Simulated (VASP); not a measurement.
# Zn7Cu2SiSe10: single point with PBE

Crystal: Zn7Cu2SiSe10.

```xyz
20
Lattice="2.8622 2.8660 5.6484 -2.8613 -2.8621 5.6460 8.5395 -5.6812 2.8223" Properties=species:S:1:pos:R:3 pbc="T T T"
Si    2.8487   -2.8467   11.2570
Cu   -0.0119   -2.8757    8.4686
Cu    5.6828   -2.7814    8.4695
Zn    5.6277   -2.9321    2.8240
Zn    5.7404   -5.6651    5.6791
Zn    8.5261   -2.8604    5.7041
Zn   11.4261   -2.8075    8.5714
Zn    2.8441   -2.8518    5.5034
Zn    8.4755   -5.6876    8.4641
Zn    2.9479    0.0895    8.4810
Se    4.1936   -4.1560    9.8616
Se    7.0649   -4.2144    7.1196
Se    7.1542   -4.2711   12.7220
Se    7.1311   -7.1083    9.9467
Se    1.5021   -1.5248    9.8688
Se    4.3664   -1.3588    6.9824
Se    1.3214   -4.3322    6.9908
Se    4.2583   -4.3362    4.2400
Se    9.9642   -4.2869    9.8957
Se    1.4374   -1.3601    4.2417
```

| Item | Value |
| --- | --- |
| Program | VASP 6.6.1 |
| Task | single point |
| Functional | PBE |
| Potentials or basis | VASP PAW PBE potentials, release 64 (Si, Cu, Zn, Se) |
| Cutoff | 520 eV |
| k mesh | 2 × 2 × 2, shifted |
| Occupations | gaussian, width 0.1 eV |
| Spin | no spin polarisation |
| Dipole correction | no |
| Further INCAR settings | LREAL = Auto; ALGO = Normal; EDIFF = 1e-07; NBANDS = 101; ISYM = 0 |

- Pressure: 0.2 GPa
- Largest force: 0.039 eV/Å
- Band gap on the k mesh: 1.51 eV

Forces in eV/Å, atoms in the order of the input:
```
Si  -0.021  0.013  0.010
Cu  -0.009 -0.009 -0.014
Cu   0.006 -0.011  0.002
Zn   0.006  0.008  0.004
Zn   0.006  0.006  0.001
Zn   0.003 -0.006 -0.007
Zn   0.029 -0.021 -0.017
Zn   0.004  0.010 -0.003
Zn   0.004 -0.003  0.000
Zn  -0.007 -0.009 -0.007
Se  -0.006  0.008 -0.001
Se  -0.012 -0.002  0.000
Se   0.004 -0.002  0.019
Se  -0.010  0.011  0.011
Se  -0.006  0.003  0.006
Se  -0.007  0.016 -0.006
Se   0.013 -0.018 -0.004
Se  -0.004 -0.001 -0.001
Se   0.004  0.007  0.009
Se   0.003  0.000 -0.001
```

Levels at points of the mesh, in eV from the valence-band top:
| k point | band 83 | band 84 | band 85 | band 86 | band 87 | band 88 |
| --- | --- | --- | --- | --- | --- | --- |
| (0.25, 0.25, 0.25) | -0.13 | -0.08 | -0.04 | 1.51 | 2.26 | 2.53 |

Wall time 14 min on 1 thread of Intel Xeon 8259CL (shared host), peak memory 0.58 GiB.

Caveat: a shifted mesh leaves out Γ, where band edges can lie. A k mesh can miss the band edges.
